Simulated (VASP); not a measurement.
The system is Ru.

```
Ru
1.0
     4.23980    0.00000    0.00000
    -2.11990    3.67177    0.00000
     0.00000    0.00000    2.62803
Ru
3
Direct
  0.00000 0.00000 0.00000
  0.33333 0.66667 0.50000
  0.66667 0.33333 0.50000
```

This isn't the form of Ru at room conditions, which is hcp.

```yaml
Program: VASP 6.6.1
Task: relaxation of cell and atoms
Functional: PBEsol
Potentials_or_basis: VASP PAW PBE potentials, release 64 (Ru_pv)
Cutoff: 600 eV
k_mesh: 12 × 12 × 16
Occupations: gaussian, width 0.1 eV
Spin: no spin polarisation
```

At the start: pressure -0.1 GPa; volume 13.64 Å³/atom.

**Question.** How do energy, volume and symmetry change on relaxing?

**Answer.** Over 5 steps the energy falls by 2.2 meV/atom; space group P6/mmm (No. 191, to 0.1 Å) before and after.

Step by step:
| step | energy change (eV) | largest force (eV/Å) | pressure (GPa) | volume (Å³) |
| --- | --- | --- | --- | --- |
| 1 | 0.0000 | 0.0000 | -0.13 | 40.91 |
| 2 | -0.0008 | 0.0000 | 1.13 | 40.84 |
| 3 | -0.0066 | 0.0000 | 0.42 | 40.88 |
| 4 | -0.0062 | 0.0000 | -1.04 | 41.07 |
| 5 | -0.0067 | 0.0000 | 0.07 | 40.93 |

Final structure:
```yaml
crystal:
  lattice:
    - [4.22212, 0.00000, 0.00000]
    - [-2.11106, 3.65646, 0.00000]
    - [0.00000, 0.00000, 2.65111]
  atoms:
    - { symbol: Ru, position: [0.00000, 0.00000, 0.00000] }
    - { symbol: Ru, position: [0.33333, 0.66667, 0.50000] }
    - { symbol: Ru, position: [0.66667, 0.33333, 0.50000] }
```

Caveat: the PAW data sets were made with another functional, which shifts forces and pressure a little.
